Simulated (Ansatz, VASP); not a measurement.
## One calculation of B, two programs

Contents of INCAR:

```
PREC = Accurate
ENCUT = 600
EDIFF = 1E-7
ISMEAR = 0
SIGMA = 0.1
LREAL = F
LASPH = T
NELM = 80
ALGO = Normal
ISIF = 3
LWAVE = F
LCHARG = F
GGA = PE
IBRION = 2
NSW = 90
EDIFFG = -0.04
```

The input KPOINTS:

```
regular mesh
0
Gamma
  6 6 4
```

The input POSCAR:

```
B
1.0
    2.7708101000      0.0000000000      0.0000000000
   -1.3854050500      2.3995919300      0.0000000000
    0.0000000000      0.0000000000      4.8839635100
B
2
Direct
    0.0000000000      0.0000000000      0.1690153100
    0.0000000000      0.0000000000      0.8309846900
```

Input for Ansatz:

```yaml
crystal:
  lattice:
    - [2.7708101, 0.0, 0.0]
    - [-1.38540505, 2.39959193, 0.0]
    - [0.0, 0.0, 4.88396351]
  atoms:
    - { symbol: B, position: [0.0, 0.0, 0.16901531] }
    - { symbol: B, position: [0.0, 0.0, 0.83098469] }
basis:
  ecutwfc: 420
kpoints:
  mp_grid: { grid: [6, 6, 4] }
hamiltonian:
  xc: pbe
scf:
  occupations: { method: gaussian, width: 0.1 }
  lower_state_search: "off"
output:
  forces: true
  stress: true
  eigenvalues: true
relax:
  adjacent_minimum: "off"
  f_tol: 0.04
  max_steps: 70
  cell: { stress_tol: 0.4 }
```

Alike in both runs: task relaxation of cell and atoms; functional PBE; k mesh 6 × 6 × 4; occupations gaussian, width 0.1 eV; no spin polarisation.

|  | VASP | Ansatz |
| --- | --- | --- |
| version | VASP 6.6.1 | Ansatz 0.2.0 |
| potentials or method | VASP PAW PBE potentials, release 64 (B), cutoff 600 eV | scalar-relativistic, plane waves, PAW |
| valence electrons in the cell | 6 | 6 |

Ansatz gave:

- gap on the k mesh at the Fermi level, each at its own relaxed structure (eV): none
- relaxed volume (Å³/atom): 8.59
- relaxed cell length with the largest relative difference (Å): 5.642

Q: What did VASP give for the same quantities?

A: gap on the k mesh at the Fermi level, each at its own relaxed structure (eV): none; relaxed volume (Å³/atom): 8.78; relaxed cell length with the largest relative difference (Å): 6.984.

A gap of «none» marks a metal or a gap that the smearing closes. One of these differences is far larger than is usual between the two programs; its cause wasn't traced.

The k mesh is coarse, so the values compare programs but aren't converged. Noted on VASP's run: the volume moved by over 15 % at a fixed basis, so the end points are rough.
